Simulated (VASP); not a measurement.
# LiHPd (P4/mmm) in VASP: further runs

Runs on LiHPd. Level: LDA. Tasks: single point.

Everything below comes from runs of VASP 6.6.1. Logs are shortened: lines on timing, memory, paths and dates and some standing lists are left out, and cuts for length are marked.

## 1. The cell of the first run

It takes space group P4/mmm (No. 123, tetragonal). Conventional cell: a = 2.825 Å, b = 2.825 Å, c = 3.968 Å, α = 90.00°, β = 90.00°, γ = 90.00°. Li (site symmetry 4/mmm) has 2 H at 1.98 Å within 2.6 Å. Within 2.6 Å of H (site symmetry 4/mmm) lie 2 Li at 1.98 Å and 4 Pd at 2.00 Å. Within 2.6 Å of Pd (site symmetry 4/mmm) lie 4 H at 2.00 Å.

## 2. Single point, LDA

Input file INCAR:

```
SYSTEM = LiHPd
PREC     = Accurate       ! precision mode
ENCUT    = 520            ! plane-wave cutoff, eV
EDIFF    = 1E-6           ! SCF threshold, eV
ISMEAR   = 0              ! smearing method
SIGMA    = 0.15           ! smearing width, eV
LREAL    = .False.        ! projectors in reciprocal space
LASPH    = .True.         ! aspherical terms in the spheres
NELM     = 60             ! most SCF steps
ALGO     = Normal         ! electronic algorithm
ISIF     = 2              ! what is computed and relaxed
LWAVE    = .False.        ! write WAVECAR
LCHARG   = .False.        ! write CHGCAR
NBANDS   = 14             ! bands
```

Input file KPOINTS:

```
Automatic mesh
0
Gamma
  10 10 7
  0 0 0
```

Input file POSCAR:

```
LiHPd
1.0
    2.8250401327      0.0000000000      0.0000000000
    0.0000000000      2.8250401327      0.0000000000
    0.0000000000      0.0000000000      3.9683315419
Li H Pd
1 1 1
Direct
    0.5000000000      0.5000000000      0.5000000000
    0.5000000000      0.5000000000      0.0000000000
    0.0000000000      0.0000000000      0.0000000000
```

Potentials or basis: VASP PAW LDA potentials, release 64 (Li_sv, H, Pd).

Run with:

```sh
> cat potpaw_LDA.64/Li_sv/POTCAR potpaw_LDA.64/H/POTCAR potpaw_LDA.64/Pd/POTCAR > POTCAR
> mpirun -np 1 vasp_std > vasp.out
```

OUTCAR:

```text
SYSTEM = LiHPd
   PREC = Accurate
   ENCUT = 520
   EDIFF = 1E-6
   ISMEAR = 0
   LREAL = .False.
   LASPH = .True.
   NELM = 60
   ISIF = 2

 ion  position               nearest neighbor table
   1  0.500  0.500  0.500-   3 2.82   3 2.82   3 2.82   3 2.82   3 2.82   3 2.82   3 2.82   3 2.82

   2  0.500  0.500  0.000-   3 2.00   3 2.00   3 2.00   3 2.00
   3  0.000  0.000  0.000-   2 2.00   2 2.00   2 2.00   2 2.00   1 2.82   1 2.82   1 2.82   1 2.82
                             1 2.82   1 2.82   1 2.82   1 2.82

  LATTYP: Found a simple tetragonal cell.
 ALAT       =     2.8250401327
 C/A-ratio  =     1.4046991743

  Lattice vectors:

 A1 = (   2.8250401327,   0.0000000000,   0.0000000000)
 A2 = (   0.0000000000,   2.8250401327,   0.0000000000)
 A3 = (   0.0000000000,   0.0000000000,   3.9683315419)

Analysis of symmetry for initial positions (statically):
=====================================================================
 Subroutine PRICEL returns:
 Original cell was already a primitive cell.

 Routine SETGRP: Setting up the symmetry group for a
 simple tetragonal supercell.

 Subroutine GETGRP returns: Found 16 space group operations
 (whereof 16 operations were pure point group operations)
 out of a pool of 16 trial point group operations.

The static configuration has the point symmetry D_4h.

Analysis of symmetry for dynamics (positions and initial velocities):
=====================================================================
 Subroutine PRICEL returns:
 Original cell was already a primitive cell.

 Routine SETGRP: Setting up the symmetry group for a
 simple tetragonal supercell.

 Subroutine GETGRP returns: Found 16 space group operations
 (whereof 16 operations were pure point group operations)
 out of a pool of 16 trial point group operations.

The dynamic configuration has the point symmetry D_4h.

 Subroutine INISYM returns: Found 16 space group operations
 (whereof 16 operations are pure point group operations),
 and found     1 'primitive' translations

----------------------------------------------------------------------------------------

                                     Primitive cell

  volume of cell :      31.6707

  direct lattice vectors                    reciprocal lattice vectors
     2.825040133  0.000000000  0.000000000     0.353977272  0.000000000  0.000000000
     0.000000000  2.825040133  0.000000000     0.000000000  0.353977272  0.000000000
     0.000000000  0.000000000  3.968331542     0.000000000  0.000000000  0.251995074

  length of vectors
     2.825040133  2.825040133  3.968331542     0.353977272  0.353977272  0.251995074

  position of ions in fractional coordinates (direct lattice)
     0.500000000  0.500000000  0.500000000
     0.500000000  0.500000000  0.000000000
     0.000000000  0.000000000  0.000000000

  ion indices of the primitive-cell ions
   primitive index   ion index
                 1           1
                 2           2
                 3           3

----------------------------------------------------------------------------------------

 KPOINTS: Automatic mesh

Automatic generation of k-mesh.
 Grid dimensions read from file:
 generate k-points for:   10   10    7

 Generating k-lattice:

  Cartesian coordinates                     Fractional coordinates (reciprocal lattice)
     0.035397727  0.000000000  0.000000000     0.100000000  0.000000000  0.000000000
     0.000000000  0.035397727  0.000000000     0.000000000  0.100000000  0.000000000
     0.000000000  0.000000000  0.035999296     0.000000000  0.000000000  0.142857143

  Length of vectors
     0.035397727  0.035397727  0.035999296

  Shift w.r.t. Gamma in fractional coordinates (k-lattice)
     0.000000000  0.000000000  0.000000000

 Subroutine IBZKPT returns following result:
 ===========================================

 Found     84 irreducible k-points:

 Following reciprocal coordinates:
            Coordinates               Weight
  0.000000  0.000000  0.000000      1.000000
  0.100000  0.000000  0.000000      4.000000
  0.200000  0.000000  0.000000      4.000000
  0.300000  0.000000  0.000000      4.000000
  0.400000  0.000000  0.000000      4.000000
  0.500000  0.000000  0.000000      2.000000
[... 16 lines left out ...]
  0.100000  0.000000  0.142857      8.000000
  0.200000  0.000000  0.142857      8.000000
 [... further k-points ...]
   k-points           NKPTS =     84   k-points in BZ     NKDIM =     84   number of bands    NBANDS=     14
   number of dos      NEDOS =    301   number of ions     NIONS =      3
   total plane-waves  NPLWV =  17280
   dimension x,y,z NGX =    24 NGY =   24 NGZ =   30
   dimension x,y,z NGXF=    48 NGYF=   48 NGZF=   60
   ions per type =               1   1   1
   NGX,Y,Z   is equivalent  to a cutoff of  14.12, 14.12, 12.57 a.u.
   NGXF,Y,Z  is equivalent  to a cutoff of  28.25, 28.25, 25.14 a.u.
 SYSTEM =  LiHPd
   PREC   = accura    normal or accurate (medium, high low for compatibility)
   ISTART =      0    job   : 0-new  1-cont  2-samecut
   ICHARG =      2    charge: 1-file 2-atom 10-const
   ISPIN  =      1    spin polarized calculation?
   LNONCOLLINEAR =      F non collinear calculations
   LSORBIT =      F    spin-orbit coupling
   LASPH  =      T    aspherical Exc in radial PAW
   ENCUT  =  520.0 eV  38.22 Ry    6.18 a.u.   5.25  5.25  7.38*2*pi/ulx,y,z
   NELM   =     60;   NELMIN=  2; NELMDL= -5     # of ELM steps
   EDIFF  = 0.1E-05   stopping-criterion for ELM
   LREAL  =      F    real-space projection
   EDIFFG = 0.1E-04   stopping-criterion for IOM
   NSW    =      0    number of steps for IOM
   IBRION =     -1    ionic relax: 0-MD 1-quasi-New 2-CG
   NFREE  =      0    steps in history (QN), initial steepest desc. (CG)
   ISIF   =      2    stress and relaxation
   ISYM   =      2    0-nonsym 1-usesym 2-fastsym
   POTIM  = 0.5000    time-step for ionic-motion
   TEBEG  =    0.0;   TEEND  =   0.0 temperature during run
   PSTRESS=    0.0 pullay stress
   NELECT =      14.0000    total number of electrons
   NUPDOWN=      -1.0000    fix difference up-down
   EMIN   =  10.00;   EMAX   =-10.00  energy-range for DOS
   EFERMI =   0.00;   METHOD = LEGACY
   ISMEAR =     0;   SIGMA  =   0.15  broadening in eV -4-tet -1-fermi 0-gaus
   EFERMI_NEDOS =   21; number of points for ismear=-14 and -15
   IALGO  =     38    algorithm
   IMIX   =      4    mixing-type and parameters
     AMIX     =   0.40;   BMIX     =  1.00
     AMIX_MAG =   1.60;   BMIX_MAG =  1.00
  volume/ion in A,a.u.               =      10.56        71.24
  Fermi-wavevector in a.u.,A,eV,Ry     =   1.247092  2.356662 21.160299  1.555238
  Thomas-Fermi vector in A             =   2.381240
   LORBIT       =      0    0 simple, 1 ext, 2 COOP (PROOUT), +10 PAW based schemes
   GGA     = CA    functional components
   LHFCALC =     F    Hartree Fock is set to
   AEXX    =    0.0000 exact exchange contribution
   IVDW    =     0    specifies the selected vdW correction
   LEPSILON=     F    determine dielectric tensor
   LRPA    =     F    only Hartree local field effects (RPA)
 non-spin polarized calculation
 Gauss-broadening in eV      SIGMA  =   0.15
  energy-cutoff  :      520.00
  volume of cell :       31.67
 maximum number of plane-waves:       888
 NGX is ok and might be reduce to    24
   NGX = 11   NGY = 11   NGZ = 15

 number of electron      13.9999997 magnetization

 Free energy of the ion-electron system (eV)
  ---------------------------------------------------
  ext. energy  EPLUGINS =         0.00000000
  ---------------------------------------------------
  free energy    TOTEN  =       -13.37017782 eV

  energy without entropy =      -13.36425196  energy(sigma->0) =      -13.36721489

 E-fermi :   5.7918     XC(G=0): -10.9271

 val. band max:        5.7483214947   @ k =   0.4000   0.0000   0.4286
 cond. band min:       5.8291523295   @ k =   0.3000   0.1000   0.4286
 fundamental gap:      0.0808308348
 Fermi energy:         5.7918420164

 k-point     1 :       0.0000    0.0000    0.0000
  band No.  band energies     occupation
      1     -39.2160      2.00000
      2      -3.2086      2.00000
      3       1.0821      2.00000
      4       1.6379      2.00000
      5       3.7611      2.00000
      6       3.7611      2.00000
      7       4.1079      2.00000
      8       7.1170      0.00000
      9      11.0652      0.00000
     10      15.5935      0.00000
     11      15.5935      0.00000
     12      19.6331      0.00000
     13      20.6243      0.00000
     14      23.9534      0.00000

 k-point     2 :       0.1000    0.0000    0.0000
  band No.  band energies     occupation
      1     -39.2143      2.00000
      2      -2.9985      2.00000
      3       1.1866      2.00000
      4       1.6940      2.00000
      5       3.4510      2.00000
      6       3.7775      2.00000
      7       3.9659      2.00000
      8       7.5795      0.00000
      9      10.6813      0.00000
     10      14.6820      0.00000
     11      15.8949      0.00000
     12      19.1113      0.00000
     13      21.9137      0.00000
     14      23.2479      0.00000

 k-point     3 :       0.2000    0.0000    0.0000
  band No.  band energies     occupation
      1     -39.2099      2.00000
      2      -2.3938      2.00000
      3       1.4475      2.00000
      4       1.8464      2.00000
      5       2.8384      2.00000
      6       3.6172      2.00000
      7       3.8207      2.00000
      8       8.6674      0.00000
      9       9.5361      0.00000
     10      13.5536      0.00000
     11      16.7244      0.00000
     12      17.8322      0.00000
     13      20.6966      0.00000
     14      23.7010      0.00000
[... 324 lines left out ...]
 k-point    23 :       0.1000    0.0000    0.1429
  band No.  band energies     occupation
      1     -39.2141      2.00000
      2      -2.9767      2.00000
      3       1.1936      2.00000
      4       1.8249      2.00000
      5       3.4249      2.00000
      6       3.7538      2.00000
      7       3.9675      2.00000
      8       6.8231      0.00000
      9      11.5557      0.00000
     10      14.9687      0.00000
     11      16.1664      0.00000
     12      18.6182      0.00000
     13      21.4705      0.00000
     14      22.9901      0.00000

 k-point    24 :       0.2000    0.0000    0.1429
  band No.  band energies     occupation
      1     -39.2097      2.00000
      2      -2.3710      2.00000
      3       1.4561      2.00000
      4       1.9567      2.00000
      5       2.8331      2.00000
      6       3.6196      2.00000
      7       3.8003      2.00000
      8       7.5294      0.00000
      9      10.5590      0.00000
     10      13.9795      0.00000
     11      16.9738      0.00000
     12      17.0681      0.00000
     13      21.4894      0.00000
     14      23.4716      0.00000

 [... further k-points ...]

------------------------ aborting loop because EDIFF is reached ----------------------------------------

  FORCE on cell =-STRESS in cart. coord.  units (eV):
  Direction    XX          YY          ZZ          XY          YZ          ZX
  --------------------------------------------------------------------------------------
  -------------------------------------------------------------------------------------
  Total       -2.2105165     -2.2105165     -0.9227964      0.0000000      0.0000000      0.0000000
  in kB     -111.8271232   -111.8271232    -46.6830577      0.0000000      0.0000000      0.0000000
  external PRESSURE =     -90.1124347 kB  Pullay stress =       0.0000000 kB

 VOLUME and BASIS-vectors are now :
 -----------------------------------------------------------------------------
  energy-cutoff  :      520.00
  volume of cell :       31.67
      direct lattice vectors                 reciprocal lattice vectors
     2.825040133  0.000000000  0.000000000     0.353977272  0.000000000  0.000000000
     0.000000000  2.825040133  0.000000000     0.000000000  0.353977272  0.000000000
     0.000000000  0.000000000  3.968331542     0.000000000  0.000000000  0.251995074

 POSITION                                       TOTAL-FORCE (eV/Angst)
 -----------------------------------------------------------------------------------
      1.41252      1.41252      1.98417         0.000000      0.000000      0.000000
      1.41252      1.41252      0.00000         0.000000      0.000000      0.000000
      0.00000      0.00000      0.00000         0.000000      0.000000      0.000000
 -----------------------------------------------------------------------------------
    total drift:                                0.000000      0.000000      0.000000

  FREE ENERGIE OF THE ION-ELECTRON SYSTEM (eV)
  ---------------------------------------------------
  free  energy   TOTEN  =       -13.3701778163 eV

  energy  without entropy=      -13.3642519647  energy(sigma->0) =      -13.36721489
```

Run time: 11 s. Hardware: 1 thread of Intel Xeon 6975P-C (Granite Rapids), shared host; peak memory 0.16 GiB.

What came out:

| Item | Value |
| --- | --- |
| Free energy | -13.3702 eV |
| Band gap on the k mesh | zero (band 7 reaches 9.60 eV, above the bottom of band 8 at 4.11 eV) |

Caveat: the cutoff is under 1.25 times the usual one of these potentials, so pressure, stress and relaxed cells hold a basis-set (Pulay) error.

## 3. Single point, LDA

This run uses another cell than the first one, of 10.81 Å³/atom, 1.024 times its volume.

Input file INCAR:

```
SYSTEM = LiHPd
PREC = Accurate
ENCUT = 520
EDIFF = 1E-6
ISMEAR = 0
SIGMA = 0.15
LREAL = .FALSE.
LASPH = .TRUE.
NELM = 100
ALGO = Normal
ISIF = 2
LWAVE = .FALSE.
LCHARG = .FALSE.
GGA = CA
NBANDS = 14
```

Input file KPOINTS:

```
Automatic mesh
0
G
  10 10 7
  0 0 0
```

Input file POSCAR:

```
LiHPd
1.0
    2.8472854591      0.0000000000      0.0000000000
    0.0000000000      2.8472854591      0.0000000000
    0.0000000000      0.0000000000      3.9995795335
Li H Pd
1 1 1
Direct
    0.5000000000      0.5000000000      0.5000000000
    0.5000000000      0.5000000000      0.0000000000
    0.0000000000      0.0000000000      0.0000000000
```

Potentials or basis: VASP PAW LDA potentials, release 64 (Li_sv, H, Pd).

Run with:

```sh
> cat potpaw_LDA.64/Li_sv/POTCAR potpaw_LDA.64/H/POTCAR potpaw_LDA.64/Pd/POTCAR > POTCAR
> mpirun -np 1 vasp_std > vasp.out
```

Run time: 11 s. Hardware: 1 thread of Intel Xeon 6975P-C (Granite Rapids), shared host; peak memory 0.16 GiB.

It converged, with:

```yaml
Free_energy: -13.3247 eV
Band_gap_on_the_k_mesh: zero (band 7 reaches 9.33 eV, above the bottom of band 8 at 3.90 eV)
```

Levels at points of the mesh, in eV from the Fermi level:
| k point | band 3 | band 4 | band 5 | band 6 | band 7 | band 8 | band 9 | band 10 | band 11 | band 12 |
| --- | --- | --- | --- | --- | --- | --- | --- | --- | --- | --- |
| (0.00, 0.00, 0.00) | -4.59 | -4.06 | -2.01 | -2.01 | -1.68 | 1.34 | 5.14 | 9.68 | 9.68 | 13.51 |
| (0.50, 0.00, 0.00) | -4.68 | -3.93 | -3.43 | -2.91 | -1.84 | 0.80 | 6.29 | 7.37 | 8.11 | 10.11 |
| (0.50, 0.50, 0.00) | -3.29 | -3.29 | -2.55 | -0.72 | 1.48 | 1.48 | 4.19 | 5.79 | 7.51 | 10.05 |

Caveat: the cutoff is under 1.25 times the usual one of these potentials, so pressure, stress and relaxed cells hold a basis-set (Pulay) error.

## 4. Single point, LDA

This run uses another cell than the first one, of 11.06 Å³/atom, 1.048 times its volume.

Input file INCAR:

```
SYSTEM = LiHPd
PREC = Accurate
ENCUT = 520
EDIFF = 1E-6
ISMEAR = 0
SIGMA = 0.15
LREAL = .False.
LASPH = .True.
NELM = 60
ALGO = Normal
ISIF = 2
LWAVE = .False.
LCHARG = .False.
GGA = CA
NBANDS = 14
```

Input file KPOINTS:

```
regular mesh
0
Gamma
  10 10 7
  0 0 0
```

Input file POSCAR:

```
LiHPd
1.0
    2.8691885157      0.0000000000      0.0000000000
    0.0000000000      2.8691885157      0.0000000000
    0.0000000000      0.0000000000      4.0303467390
Li H Pd
1 1 1
Direct
    0.5000000000      0.5000000000      0.5000000000
    0.5000000000      0.5000000000      0.0000000000
    0.0000000000      0.0000000000      0.0000000000
```

Run with:

```sh
> cat potpaw_LDA.64/Li_sv/POTCAR potpaw_LDA.64/H/POTCAR potpaw_LDA.64/Pd/POTCAR > POTCAR
> mpirun -np 1 vasp_std > vasp.out
```

Run time: 11 s. Hardware: 1 thread of Intel Xeon 6975P-C (Granite Rapids), shared host; peak memory 0.16 GiB.

It converged, with:

| Quantity | Value |
| --- | --- |
| Free energy | -13.2725 eV |
| Band gap on the k mesh | zero (band 7 reaches 9.06 eV, above the bottom of band 8 at 3.69 eV) |

Levels at points of the mesh, in eV from the Fermi level:
| k point | band 5 | band 6 | band 7 | band 8 | band 9 | band 10 |
| --- | --- | --- | --- | --- | --- | --- |
| (0.00, 0.00, 0.00) | -1.98 | -1.98 | -1.67 | 1.35 | 5.02 | 9.56 |
| (0.50, 0.00, 0.00) | -3.36 | -2.85 | -1.82 | 0.75 | 6.21 | 7.27 |
| (0.50, 0.50, 0.00) | -2.51 | -0.74 | 1.48 | 1.48 | 4.04 | 5.65 |

Caveat: the cutoff is under 1.25 times the usual one of these potentials, so pressure, stress and relaxed cells hold a basis-set (Pulay) error.

## 5. The runs side by side

```csv
cell,gap on the mesh (eV)
"a = 2.825, b = 2.825, c = 3.968 Å, 3 atoms",none
"a = 2.847, b = 2.847, c = 4.000 Å, 3 atoms",none
"a = 2.869, b = 2.869, c = 4.030 Å, 3 atoms",none
```

Alike in all rows: task single point; level LDA; potentials or basis VASP PAW LDA potentials, release 64 (Li_sv, H, Pd); no spin polarisation; k mesh 10 × 10 × 7; cutoff (eV) 520; smearing gaussian 0.15 eV.

Caveats: the cutoff is under 1.25 times the usual one of these potentials, so pressure, stress and relaxed cells hold a basis-set (Pulay) error.

Absolute energies hang on the potentials; compare differences alone.
